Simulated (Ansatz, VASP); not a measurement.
# IrF in VASP and in Ansatz

```
Ir F
1.0
     3.01566    0.00000    0.00000
     0.00000    3.01566    0.00000
     0.00000    0.00000    5.47110
Ir F
2 2
Cartesian
  0.0000 1.5078 2.0321
  1.5078 0.0000 3.4389
  0.0000 1.5078 4.6591
  1.5078 0.0000 0.8120
```

Change from the starting cell: species swapped into the HfAu type (P4/nmm, No. 129).

Alike in both runs: task single point; functional PBE; k mesh 6 × 6 × 4; occupations gaussian, width 0.1 eV; collinear spin.

```csv
,VASP,Ansatz
version,VASP 6.6.1,Ansatz 0.2.0
potentials or method,"VASP PAW PBE potentials, release 64 (Ir, F), cutoff 520 eV","scalar-relativistic, plane waves, PAW"
valence electrons in the cell,32,48
```

|  | VASP | Ansatz | Ansatz less VASP |
| --- | --- | --- | --- |
| gap on the k mesh at the Fermi level (eV) | 0.10 | 0.11 | +0.010 |
| least direct gap on the mesh (eV) | 0.28 | 0.30 | +0.016 |
| pressure (GPa) | 3.1 | 2.9 | -0.18 |
| traceless stress, the component that is largest in VASP (GPa) | 20.32 | 20.56 | +0.238 |
| rms of the force components (eV/Å) | 0.438 | 0.426 | -0.0116 |
| net moment per atom (μB) | 0.00 | 0.00 | 0.000 |

Atom by atom the forces differ by 0.039 eV/Å (rms over components). The functional is the same, so the differences come from potentials, cutoffs and numerics. VASP's potentials hold 32 valence electrons a cell and Ansatz's 48, so a difference there can come from the potentials and not from the codes. Ansatz's warnings: seeded moment not kept.

Spin-orbit coupling is off throughout.
